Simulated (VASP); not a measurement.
Wanted: the native input for a VASP 6.6.1 run.

* Task: single point
* Functional: LDA
* Potentials or basis: VASP PAW LDA potentials, release 64 (Zn, Se)
* Cutoff: 520 eV
* k mesh: 8 × 8 × 6
* Occupations: gaussian, width 0.05 eV
* Spin: no spin polarisation
* Dipole correction: no
* Further INCAR settings: ALGO = Normal; EDIFF = 1e-06; NBANDS = 26

The structure of ZnSe lies in POSCAR:

```
ZnSe
1.0
    3.9227000000      0.0000000000      0.0000000000
    0.0000000000      3.9227000000      0.0000000000
    0.0000000000      0.0000000000      5.2561416084
Zn Se
2 2
Direct
    0.0000000000      0.0000000000      0.0000000000
    0.5000000000      0.5000000000      0.0000000000
    0.0000000000      0.5000000000      0.2797006019
    0.5000000000      0.0000000000      0.7202993981
```

One way to write it, as run:

INCAR

```
SYSTEM = ZnSe
PREC     = Accurate       ! precision mode
ENCUT    = 520            ! plane-wave cutoff, eV
EDIFF    = 1E-6           ! SCF threshold, eV
ISMEAR   = 0              ! smearing method
SIGMA    = 0.05           ! smearing width, eV
LREAL    = .False.        ! projectors in reciprocal space
LASPH    = .True.         ! aspherical terms in the spheres
NELM     = 60             ! most SCF steps
ALGO     = Normal         ! electronic algorithm
ISIF     = 2              ! what is computed and relaxed
LWAVE    = .False.        ! write WAVECAR
LCHARG   = .True.         ! write CHGCAR
LELF     = .True.         ! ELF
LVHAR    = .True.       
NBANDS   = 26             ! bands
```

KPOINTS

```
Automatic mesh
0
Gamma
  8 8 6
  0 0 0
```

Potentials or basis: VASP PAW LDA potentials, release 64 (Zn, Se).

Run with:

```console
$ cat potpaw_LDA.64/Zn/POTCAR potpaw_LDA.64/Se/POTCAR > POTCAR
$ mpirun -np 1 vasp_std > vasp.out
```

It gave:

| Item | Value |
| --- | --- |
| Pressure | 2.9 GPa |
| Largest force | 0.348 eV/Å |
| Band gap on the k mesh | 1.64 eV, direct |

Wall time 70 s on 1 thread of Intel(R) Xeon(R) Platinum 8124M CPU @ 3.00GHz (Skylake/Cascade Lake), with other jobs on the host, peak memory 0.23 GiB.
